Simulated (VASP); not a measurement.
A run of VASP 6.6.1:

Contents of POSCAR:

```
InSb
1.0
    0.0000000000      3.2467178874      3.2467178874
    3.2467178874      0.0000000000      3.2467178874
    3.2467178874      3.2467178874      0.0000000000
In Sb
1 1
Direct
    0.0000000000      0.0000000000      0.0000000000
    0.2500000000      0.2500000000      0.2500000000
```

File INCAR.step1:

```
ALGO = Normal
EDIFF = 1E-5
ENCUT = 520
GGA = PE
ISIF = 2
ISMEAR = -1
LASPH = True
LCHARG = False
LREAL = False
LWAVE = True
NBANDS = 16
NELM = 100
PREC = Accurate
SIGMA = 0.02
```

Contents of INCAR.step2:

```
ALGO = Normal
EDIFF = 1E-6
ENCUT = 520
GGA = PE
HFSCREEN = 0.2079
ISIF = 2
ISMEAR = -1
ISTART = 1
LASPH = True
LCHARG = False
LHFCALC = True
LREAL = False
LWAVE = False
NBANDS = 16
NELM = 100
PREC = Accurate
PRECFOCK = Normal
SIGMA = 0.02
```

Contents of KPOINTS:

```
k-points
0
Gamma
  4 4 4
```

Potentials or basis: VASP PAW PBE potentials, release 64 (In_d, Sb).

Launch:

```console
$ cat potpaw_PBE.64/In_d/POTCAR potpaw_PBE.64/Sb/POTCAR > POTCAR
$ cp INCAR.step1 INCAR
$ mpirun -np 1 vasp_std > vasp.out
$ cp INCAR.step2 INCAR
$ mpirun -np 1 vasp_std > vasp.out
```

Hardware: 1 thread of Intel Xeon 8259CL (shared host).

Problem. Estimate the wall time of this run.

Solution. Run time: 34 min on 1 thread of Intel Xeon 8259CL, on a shared host, peak memory 0.32 GiB. Counts: k points 8.
